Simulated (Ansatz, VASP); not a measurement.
**Two plane-wave programs on Cu**

Contents of INCAR:

```
PREC = Accurate ; ENCUT = 520
EDIFF = 1E-7 ; ISMEAR = 0
SIGMA = 0.15 ; LREAL = F
LASPH = T ; NELM = 100
ALGO = Fast ; ISIF = 2
LWAVE = F ; LCHARG = T
GGA = PS ; LELF = T
LVHAR = T ; NBANDS = 18
```

Contents of KPOINTS:

```
regular mesh
0
Gamma
  24 24 12
```

File POSCAR:

```
Cu
1.0
    2.5482550404      0.0000000000      0.0000000000
   -1.2741275202      2.2068536003      0.0000000000
    0.0000000000      0.0000000000      4.5099017706
Cu
2
Direct
    0.3333333333      0.6666666667      0.2500000000
    0.6666666667      0.3333333333      0.7500000000
```

Input for Ansatz:

```yaml
crystal:
  lattice:
    - [2.5482550404, 0.0, 0.0]
    - [-1.2741275202, 2.2068536003, 0.0]
    - [0.0, 0.0, 4.5099017706]
  atoms:
    - { symbol: Cu, position: [0.3333333333, 0.6666666667, 0.25] }
    - { symbol: Cu, position: [0.6666666667, 0.3333333333, 0.75] }
basis:
  ecutwfc: 520.0
kpoints:
  mp_grid: { grid: [24, 24, 12] }
hamiltonian:
  xc: pbesol
  pseudopotentials: { kind: paw }
scf:
  occupations: { method: gaussian, width: 0.15 }
output:
  forces: true
  stress: true
  eigenvalues: true
  write_density: true
  write_potential: true
  elf: true
  volumetric_format: npy
```

Alike in both runs: task single point; functional PBEsol; k mesh 24 × 24 × 12; occupations gaussian, width 0.15 eV; no spin polarisation.

```csv
,VASP,Ansatz
version,VASP 6.6.1,Ansatz 0.2.0
potentials or method,"VASP PAW PBE potentials, release 64 (Cu), cutoff 520 eV","scalar-relativistic, plane waves, PAW"
valence electrons in the cell,22,38
```

```tsv
	VASP	Ansatz	Ansatz less VASP
gap on the k mesh at the Fermi level (eV)	none	none	-
pressure (GPa)	-12.8	-13.3	-0.52
traceless stress, the component that is largest in VASP (GPa)	-6.26	-6.19	+0.072
```

VASP's potentials were made for PBE, not for PBEsol. A gap of «none» marks a metal or a gap that the smearing closes. With one functional, cell and mesh, what is left measures potentials, basis and numerics. VASP's potentials hold 22 valence electrons a cell and Ansatz's 38, so a difference there can come from the potentials and not from the codes.
